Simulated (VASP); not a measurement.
# GaCo (Immm) in VASP: a series of runs

Runs on GaCo. Level: PBE. Tasks: single point.

All numbers are computed with VASP 6.6.1; they aren't measurements. Logs are shortened: lines on timing, memory, paths and dates and some standing lists are left out, and cuts for length are marked.

**1. The cell of the first run**

Symmetry: Immm, No. 71, orthorhombic system. The conventional cell has a = 2.763 Å, b = 5.206 Å, c = 7.311 Å, α = 90.00°, β = 90.00°, γ = 90.00°. Ga (site symmetry mm2) has 6 Co at 2.45 to 2.48 Å and 7 Ga at 2.76 to 3.06 Å within 3.2 Å. Within 3.2 Å of Co (site symmetry m2m) lie 4 Co at 2.44 to 2.77 Å and 6 Ga at 2.45 to 2.48 Å.

**2. Single point, PBE**

INCAR reads:

```
SYSTEM = GaCo
ALGO = Fast ; EDIFF = 1E-6
ENCUT = 520 ; GGA = PE
ISIF = 2 ; ISMEAR = 0
LASPH = .True. ; LCHARG = .False.
LREAL = .False. ; LWAVE = .False.
NBANDS = 54 ; NELM = 100
PREC = Accurate ; SIGMA = 0.2
```

KPOINTS reads:

```
k-points
0
Gamma
  6 6 4
  0 0 0
```

POSCAR reads:

```
GaCo
1.0
   -1.3815469547     -2.6031484754      3.6556442827
   -1.3815469547      2.6031484754      3.6556442827
   -5.5261878188      0.0000000000      0.0000000000
Ga Co
4 4
Direct
    0.7906734076      0.7906734076      0.6046632962
    0.7906734076      0.7906734076      0.1046632962
    0.2093265924      0.2093265924      0.8953367038
    0.2093265924      0.2093265924      0.3953367038
    0.2656157422      0.7343842578      0.7500000000
    0.2656157422      0.7343842578      0.2500000000
    0.7343842578      0.2656157422      0.7500000000
    0.7343842578      0.2656157422      0.2500000000
```

Potentials or basis: VASP PAW PBE potentials, release 64 (Ga_d, Co).

Command:

```console
$ cat potpaw_PBE.64/Ga_d/POTCAR potpaw_PBE.64/Co/POTCAR > POTCAR
$ mpirun -np 1 vasp_std > vasp.out
```

OUTCAR:

```text
SYSTEM = GaCo
   EDIFF = 1E-6
   ENCUT = 520
   GGA = PE
   ISIF = 2
   ISMEAR = 0
   LASPH = .True.
   LREAL = .False.
   NELM = 100
   PREC = Accurate

 ion  position               nearest neighbor table
   1  0.791  0.791  0.605-   7 2.45   5 2.45   5 2.48   7 2.48   6 2.48   8 2.48   2 2.76   2 2.76

   2  0.791  0.791  0.105-   8 2.45   6 2.45   6 2.48   8 2.48   7 2.48   5 2.48   1 2.76   1 2.76

   3  0.209  0.209  0.895-   7 2.45   5 2.45   5 2.48   7 2.48   6 2.48   8 2.48   4 2.76   4 2.76

   4  0.209  0.209  0.395-   8 2.45   6 2.45   6 2.48   8 2.48   7 2.48   5 2.48   3 2.76   3 2.76

   5  0.266  0.734  0.750-   7 2.44   1 2.45   3 2.45   1 2.48   3 2.48   2 2.48   4 2.48   6 2.76
                             6 2.76   7 2.77
   6  0.266  0.734  0.250-   8 2.44   2 2.45   4 2.45   2 2.48   4 2.48   3 2.48   1 2.48   5 2.76
                             5 2.76   8 2.77
   7  0.734  0.266  0.750-   5 2.44   1 2.45   3 2.45   1 2.48   3 2.48   2 2.48   4 2.48   8 2.76
                             8 2.76   5 2.77
   8  0.734  0.266  0.250-   6 2.44   2 2.45   4 2.45   2 2.48   4 2.48   3 2.48   1 2.48   7 2.76
                             7 2.76   6 2.77

  LATTYP: Found a base centered monoclinic cell.
 ALAT       =     7.8159854426
 B/A-ratio  =     0.6661088341
 C/A-ratio  =     0.7070366059
 COS(beta)  =    -0.3535183029

  Lattice vectors:

 A1 = (   1.3815469547,   2.6031484754,  -3.6556442827)
 A2 = (   1.3815469547,  -2.6031484754,  -3.6556442827)
 A3 = (  -5.5261878188,   0.0000000000,   0.0000000000)

Analysis of symmetry for initial positions (statically):
=====================================================================
 Subroutine PRICEL returns following result:

  LATTYP: Found a body centered orthorhombic cell.
 ALAT       =     2.7630939094
 B/A-ratio  =     1.8842272907
 C/A-ratio  =     2.6460514210

  Lattice vectors:

 A1 = (   1.3815469547,   2.6031484754,  -3.6556442827)
 A2 = (  -1.3815469547,  -2.6031484754,  -3.6556442827)
 A3 = (  -1.3815469547,   2.6031484754,   3.6556442827)

   2 primitive cells build up your supercell.

 Routine SETGRP: Setting up the symmetry group for a
 base centered monoclinic supercell.

 Subroutine GETGRP returns: Found  4 space group operations
 (whereof  4 operations were pure point group operations)
 out of a pool of  4 trial point group operations.

The static configuration has the point symmetry C_2h.

Analysis of symmetry for dynamics (positions and initial velocities):
=====================================================================
 Subroutine PRICEL returns following result:

  LATTYP: Found a body centered orthorhombic cell.
 ALAT       =     2.7630939094
 B/A-ratio  =     1.8842272907
 C/A-ratio  =     2.6460514210

  Lattice vectors:

 A1 = (   1.3815469547,   2.6031484754,  -3.6556442827)
 A2 = (  -1.3815469547,  -2.6031484754,  -3.6556442827)
 A3 = (  -1.3815469547,   2.6031484754,   3.6556442827)

   2 primitive cells build up your supercell.

 Routine SETGRP: Setting up the symmetry group for a
 base centered monoclinic supercell.

 Subroutine GETGRP returns: Found  4 space group operations
 (whereof  4 operations were pure point group operations)
 out of a pool of  4 trial point group operations.

The dynamic configuration has the point symmetry C_2h.

 Subroutine INISYM returns: Found  4 space group operations
 (whereof  4 operations are pure point group operations),
 and found     2 'primitive' translations

----------------------------------------------------------------------------------------

                                     Primitive cell

  volume of cell :      52.5882

  direct lattice vectors                    reciprocal lattice vectors
     1.381546955  2.603148475 -3.655644283     0.000000000  0.192075099 -0.136774796
    -1.381546955 -2.603148475 -3.655644283    -0.361913143  0.000000000 -0.136774796
    -1.381546955  2.603148475  3.655644283    -0.361913143  0.192075099  0.000000000

  length of vectors
     4.695613814  4.695613814  4.695613814     0.235796922  0.386895939  0.409724256

  position of ions in fractional coordinates (direct lattice)
     0.209326592  0.209326592  0.000000000
     0.790673408  0.790673408  1.000000000
     0.734384258  0.500000000  0.234384258
     0.265615742  0.500000000  0.765615742

  ion indices of the primitive-cell ions
   primitive index   ion index
                 1           1
                 2           4
                 3           5
                 4           7

----------------------------------------------------------------------------------------

 KPOINTS: k-points

Automatic generation of k-mesh.
 Grid dimensions read from file:
 generate k-points for:    6    6    4

 Generating k-lattice:

  Cartesian coordinates                     Fractional coordinates (reciprocal lattice)
     0.000000000 -0.032012516  0.022795799     0.166666667  0.000000000  0.000000000
     0.000000000  0.032012516  0.022795799     0.000000000  0.166666667  0.000000000
    -0.045239143  0.000000000 -0.017096849     0.000000000  0.000000000  0.250000000

  Length of vectors
     0.039299487  0.039299487  0.048361992

  Shift w.r.t. Gamma in fractional coordinates (k-lattice)
     0.000000000  0.000000000  0.000000000

 Subroutine IBZKPT returns following result:
 ===========================================

 Found     47 irreducible k-points:

 Following reciprocal coordinates:
            Coordinates               Weight
  0.000000  0.000000  0.000000      1.000000
  0.166667  0.000000  0.000000      4.000000
  0.333333 -0.000000  0.000000      4.000000
  0.500000  0.000000  0.000000      2.000000
  0.166667  0.166667  0.000000      2.000000
  0.333333  0.166667  0.000000      4.000000
[... 16 lines left out ...]
 -0.333333  0.166667  0.250000      4.000000
 -0.166667  0.166667  0.250000      4.000000
 [... further k-points ...]
   k-points           NKPTS =     47   k-points in BZ     NKDIM =     47   number of bands    NBANDS=     54
   number of dos      NEDOS =    301   number of ions     NIONS =      8
   total plane-waves  NPLWV =  54432
   dimension x,y,z NGX =    36 NGY =   36 NGZ =   42
   dimension x,y,z NGXF=    72 NGYF=   72 NGZF=   84
   ions per type =               4   4
   NGX,Y,Z   is equivalent  to a cutoff of  12.75, 12.75, 12.63 a.u.
   NGXF,Y,Z  is equivalent  to a cutoff of  25.49, 25.49, 25.27 a.u.
 SYSTEM =  GaCo
   PREC   = accura    normal or accurate (medium, high low for compatibility)
   ISTART =      0    job   : 0-new  1-cont  2-samecut
   ICHARG =      2    charge: 1-file 2-atom 10-const
   ISPIN  =      1    spin polarized calculation?
   LNONCOLLINEAR =      F non collinear calculations
   LSORBIT =      F    spin-orbit coupling
   LASPH  =      T    aspherical Exc in radial PAW
   ENCUT  =  520.0 eV  38.22 Ry    6.18 a.u.   8.73  8.73 10.28*2*pi/ulx,y,z
   NELM   =    100;   NELMIN=  2; NELMDL= -5     # of ELM steps
   EDIFF  = 0.1E-05   stopping-criterion for ELM
   LREAL  =      F    real-space projection
   EDIFFG = 0.1E-04   stopping-criterion for IOM
   NSW    =      0    number of steps for IOM
   IBRION =     -1    ionic relax: 0-MD 1-quasi-New 2-CG
   NFREE  =      0    steps in history (QN), initial steepest desc. (CG)
   ISIF   =      2    stress and relaxation
   ISYM   =      2    0-nonsym 1-usesym 2-fastsym
   POTIM  = 0.5000    time-step for ionic-motion
   TEBEG  =    0.0;   TEEND  =   0.0 temperature during run
   PSTRESS=    0.0 pullay stress
   NELECT =      88.0000    total number of electrons
   NUPDOWN=      -1.0000    fix difference up-down
   EMIN   =  10.00;   EMAX   =-10.00  energy-range for DOS
   EFERMI =   0.00;   METHOD = LEGACY
   ISMEAR =     0;   SIGMA  =   0.20  broadening in eV -4-tet -1-fermi 0-gaus
   EFERMI_NEDOS =   21; number of points for ismear=-14 and -15
   IALGO  =     68    algorithm
   IMIX   =      4    mixing-type and parameters
     AMIX     =   0.40;   BMIX     =  1.00
     AMIX_MAG =   1.60;   BMIX_MAG =  1.00
  volume/ion in A,a.u.               =      13.15        88.72
  Fermi-wavevector in a.u.,A,eV,Ry     =   1.542634  2.915155 32.378050  2.379720
  Thomas-Fermi vector in A             =   2.648411
   LORBIT       =      0    0 simple, 1 ext, 2 COOP (PROOUT), +10 PAW based schemes
   GGA     = PE    functional components
   LHFCALC =     F    Hartree Fock is set to
   AEXX    =    0.0000 exact exchange contribution
   IVDW    =     0    specifies the selected vdW correction
   LEPSILON=     F    determine dielectric tensor
   LRPA    =     F    only Hartree local field effects (RPA)
 non-spin polarized calculation
 RMM-DIIS sequential band-by-band and
 Gauss-broadening in eV      SIGMA  =   0.20
  energy-cutoff  :      520.00
  volume of cell :      105.18
 maximum number of plane-waves:      2873
   NGX = 17   NGY = 17   NGZ = 21

 number of electron      87.9999974 magnetization

 Free energy of the ion-electron system (eV)
  ---------------------------------------------------
  ext. energy  EPLUGINS =         0.00000000
  ---------------------------------------------------
  free energy    TOTEN  =       -39.76225276 eV

  energy without entropy =      -39.57923691  energy(sigma->0) =      -39.67074484

 E-fermi :   8.0844     XC(G=0): -12.5716

 val. band max:        8.0682139133   @ k =   0.5000   0.1667   0.2500
 cond. band min:       8.0848382380   @ k =   0.0000   0.0000   0.2500
 fundamental gap:      0.0166243247
 Fermi energy:         8.0843517881

 k-point     1 :       0.0000    0.0000    0.0000
  band No.  band energies     occupation
      1      -6.6119      2.00000
      2      -6.5495      2.00000
      3      -6.5216      2.00000
      4      -6.5040      2.00000
      5      -6.4813      2.00000
      6      -6.4685      2.00000
[... 46 lines left out ...]
     53      12.4546      0.00000
     54      12.8873      0.00000

 k-point     2 :       0.1667    0.0000    0.0000
  band No.  band energies     occupation
      1      -6.6083      2.00000
      2      -6.5545      2.00000
      3      -6.5385      2.00000
      4      -6.5199      2.00000
      5      -6.4794      2.00000
      6      -6.4754      2.00000
[... 46 lines left out ...]
     53      12.8813      0.00000
     54      13.6328      0.00000

 k-point     3 :       0.3333   -0.0000    0.0000
  band No.  band energies     occupation
      1      -6.5988      2.00000
      2      -6.5652      2.00000
      3      -6.5585      2.00000
      4      -6.5441      2.00000
      5      -6.4776      2.00000
      6      -6.4688      2.00000
[... 46 lines left out ...]
     53      14.0779      0.00000
     54      14.7047      0.00000
[... 1084 lines left out ...]
 k-point    23 :      -0.3333    0.1667    0.2500
  band No.  band energies     occupation
      1      -6.5380      2.00000
      2      -6.5373      2.00000
      3      -6.5294      2.00000
      4      -6.5189      2.00000
      5      -6.4551      2.00000
      6      -6.4503      2.00000
[... 46 lines left out ...]
     53      13.5315      0.00000
     54      15.1634      0.00000

 k-point    24 :      -0.1667    0.1667    0.2500
  band No.  band energies     occupation
      1      -6.5361      2.00000
      2      -6.5359      2.00000
      3      -6.5195      2.00000
      4      -6.5143      2.00000
      5      -6.4719      2.00000
      6      -6.4478      2.00000
[... 46 lines left out ...]
     53      13.2242      0.00000
     54      13.8799      0.00000

 [... further k-points ...]

------------------------ aborting loop because EDIFF is reached ----------------------------------------

  FORCE on cell =-STRESS in cart. coord.  units (eV):
  Direction    XX          YY          ZZ          XY          YZ          ZX
  --------------------------------------------------------------------------------------
  -------------------------------------------------------------------------------------
  Total        0.2926164      0.0697022      0.3105208      0.0000000      0.0000000      0.1741794
  in kB        4.4574931      1.0617902      4.7302359      0.0000000      0.0000000      2.6533152
  external PRESSURE =       3.4165064 kB  Pullay stress =       0.0000000 kB

 VOLUME and BASIS-vectors are now :
 -----------------------------------------------------------------------------
  energy-cutoff  :      520.00
  volume of cell :      105.18
      direct lattice vectors                 reciprocal lattice vectors
    -1.381546955 -2.603148475  3.655644283     0.000000000 -0.192075099  0.136774796
    -1.381546955  2.603148475  3.655644283     0.000000000  0.192075099  0.136774796
    -5.526187819  0.000000000  0.000000000    -0.180956571  0.000000000 -0.068387398

 POSITION                                       TOTAL-FORCE (eV/Angst)
 -----------------------------------------------------------------------------------
     -5.52619      0.00000      5.78084         0.001540     -0.000000     -0.013366
     -2.76309      0.00000      5.78084         0.001540     -0.000000     -0.013366
     -5.52619      0.00000      1.53045        -0.001540     -0.000000      0.013366
     -2.76309      0.00000      1.53045        -0.001540     -0.000000      0.013366
     -5.52619      1.22027      3.65564         0.000000     -0.027678      0.000000
     -2.76309      1.22027      3.65564         0.000000     -0.027678      0.000000
     -5.52619     -1.22027      3.65564         0.000000      0.027678      0.000000
     -2.76309     -1.22027      3.65564         0.000000      0.027678      0.000000
 -----------------------------------------------------------------------------------
    total drift:                               -0.000000      0.000000      0.000000

  FREE ENERGIE OF THE ION-ELECTRON SYSTEM (eV)
  ---------------------------------------------------
  free  energy   TOTEN  =       -39.7622527642 eV

  energy  without entropy=      -39.5792369120  energy(sigma->0) =      -39.67074484
```

It took 3 min on 1 thread of Intel Xeon 6975P-C (Granite Rapids), shared host; peak memory 0.35 GiB.

Results:

```
Free energy            : -39.7623 eV
Pressure               : 0.3 GPa
Largest force          : 0.028 eV/Å
Band gap on the k mesh : zero (bands 44 and 45 overlap by 0.63 eV)
```

Forces in eV/Å, atoms in the order of the input:
```
Ga   0.002  0.000 -0.013
Ga   0.002  0.000 -0.013
Ga  -0.002  0.000  0.013
Ga  -0.002  0.000  0.013
Co   0.000 -0.028  0.000
Co   0.000 -0.028  0.000
Co   0.000  0.028  0.000
Co   0.000  0.028  0.000
```

Stress tensor (GPa, compression positive):
```
0.45 0.00 0.27
0.00 0.11 0.00
0.27 0.00 0.47
```

Levels at points of the mesh, in eV from the Fermi level:
```tsv
k point	band 41	band 42	band 43	band 44	band 45	band 46	band 47	band 48
(0.00, 0.00, 0.00)	-0.28	-0.27	-0.21	0.09	0.27	0.51	0.60	1.04
(0.50, 0.00, 0.00)	-0.42	-0.31	0.22	0.40	0.60	0.80	0.80	1.05
(0.50, 0.50, 0.00)	-0.32	-0.32	-0.28	0.10	0.51	0.60	1.04	1.18
(0.00, 0.00, 0.50)	-0.16	-0.16	0.14	0.14	0.68	0.68	0.79	0.79
(0.50, 0.00, 0.50)	-0.77	-0.77	-0.45	-0.45	0.21	0.21	2.79	2.79
(0.50, 0.50, 0.50)	-0.70	-0.70	-0.41	-0.41	-0.16	-0.16	1.27	1.27
```

Caveat: the run has no spin polarisation, though such a crystal can be magnetic. Spin polarisation is off, so any magnetic state and its effect on volume and gap are missing.

**3. Single point, PBE, collinear spin, ferromagnetic start**

This run uses another cell than the first one: it holds 4 atoms, not 8.

INCAR reads:

```
SYSTEM = GaCo
PREC = Accurate ; ENCUT = 520
EDIFF = 1E-7 ; ISMEAR = 0
SIGMA = 0.1 ; LREAL = .False.
LASPH = .True. ; NELM = 150
ALGO = Normal ; ISIF = 2
LWAVE = .False. ; LCHARG = .False.
ISPIN = 2 ; MAGMOM = 0 0 -3 -3
LORBIT = 11 ; LMAXMIX = 4
GGA = PE ; NBANDS = 34
```

KPOINTS reads:

```
regular mesh
0
Gamma
  6 6 6
  0 0 0
```

POSCAR reads:

```
GaCo
1.0
   -1.3882505732      2.6106852759      3.6322051166
    1.3882505732     -2.6106852759      3.6322051166
    1.3882505732      2.6106852759     -3.6322051166
Ga Co
2 2
Direct
    0.7905452036      0.7905452036      0.0000000000
    0.2094547964      0.2094547964      0.0000000000
    0.7359362777      0.5000000000      0.2359362777
    0.2640637223      0.5000000000      0.7640637223
```

Potentials or basis: VASP PAW PBE potentials, release 64 (Ga_d, Co).

Command:

```console
$ cat potpaw_PBE.64/Ga_d/POTCAR potpaw_PBE.64/Co/POTCAR > POTCAR
$ mpirun -np 1 vasp_std > vasp.out
```

It took 98 s on 1 thread of Intel Xeon 6975P-C (Granite Rapids), shared host; peak memory 0.32 GiB.

The run converged. Its results:

```yaml
Free_energy: -19.8670 eV
Pressure: 0.5 GPa
Largest_force: 0.057 eV/Å
Net_moment: -0.56 μB per cell
Site_moments: Ga +0.02; Co -0.31 μB
Valence_electrons_inside_the_program's_atomic_spheres: Ga 11.75; Co 8.29
```

Forces in eV/Å, atoms in the order of the input:
```
Ga   0.000  0.000 -0.057
Ga   0.000  0.000  0.057
Co   0.000 -0.042  0.000
Co   0.000  0.042  0.000
```

Stress tensor (GPa, compression positive):
```
 0.22  0.00  0.00
 0.00 -0.21  0.00
 0.00  0.00  1.35
```

Levels at points of the mesh, in eV from the Fermi level:
Spin up:
```
           k point  band 18  band 19  band 20  band 21  band 22  band 23  band 24  band 25  band 26  band 27
(0.00, 0.00, 0.00)    -0.74    -0.67    -0.45    -0.19    -0.14     0.32     0.39     1.87     3.05     5.46
(0.50, 0.00, 0.00)    -1.45    -0.39    -0.38    -0.27    -0.14     0.34     0.88     3.45     4.89     9.83
(0.00, 0.50, 0.00)    -0.60    -0.58    -0.39    -0.20     0.57     0.63     1.09     1.15     3.89     4.38
(0.50, 0.50, 0.00)    -1.35    -1.14    -1.11     0.47     0.71     0.89     1.12     1.87     1.92     7.04
(0.50, 0.50, 0.50)    -1.04    -0.62    -0.52    -0.34    -0.25     0.32     1.32     7.19     7.33     7.66
```
Spin down:
```tsv
k point	band 19	band 20	band 21	band 22	band 23	band 24	band 25	band 26	band 27	band 28
(0.00, 0.00, 0.00)	-0.90	-0.66	-0.44	-0.40	-0.28	0.39	1.70	2.94	5.36	10.51
(0.50, 0.00, 0.00)	-0.86	-0.75	-0.60	-0.57	0.16	0.71	3.41	4.84	9.79	9.89
(0.00, 0.50, 0.00)	-0.82	-0.47	-0.40	0.41	0.49	0.88	1.05	3.75	4.28	4.76
(0.50, 0.50, 0.00)	-1.31	-1.31	0.26	0.36	0.72	0.95	1.69	1.78	7.02	7.74
(0.50, 0.50, 0.50)	-1.17	-0.77	-0.57	-0.49	-0.28	1.11	7.18	7.32	7.65	8.02
```

Caveat: the k points lie up to 0.40 Å⁻¹ apart.
